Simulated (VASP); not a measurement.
Here is a VASP 6.6.1 calculation.

The input INCAR:

```
ALGO = Normal
EDIFF = 1E-6
ENCUT = 520
GGA = PS
ISIF = 2
ISMEAR = -1
LASPH = True
LCHARG = False
LREAL = False
LWAVE = False
NBANDS = 10
NELM = 100
PREC = Accurate
SIGMA = 0.1
```

File KPOINTS:

```
k-points
0
Gamma
  14 14 8
```

The input POSCAR:

```
Al
1.0
    2.8188622920      0.0000000000      0.0000000000
   -1.4094311460      2.4412063546      0.0000000000
    0.0000000000      0.0000000000      4.5480666785
Al
2
Direct
    0.3333333333      0.6666666667      0.2500000000
    0.6666666667      0.3333333333      0.7500000000
```

Potentials or basis: VASP PAW PBE potentials, release 64 (Al).

The run is started by

```bash
$ cat potpaw_PBE.64/Al/POTCAR > POTCAR
$ mpirun -np 1 vasp_std > vasp.out
```

Q: Predict the pressure.

A: 3.6 GPa.

Q: Estimate the band gap on the k mesh.

A: Zero (band 3 reaches 13.00 eV, above the bottom of band 4 at 5.21 eV).

Stress tensor (GPa, compression positive):
```
2.94 0.00 0.00
0.00 2.94 0.00
0.00 0.00 5.04
```

Caveat: the PAW data sets were made with another functional, which shifts forces and pressure a little.
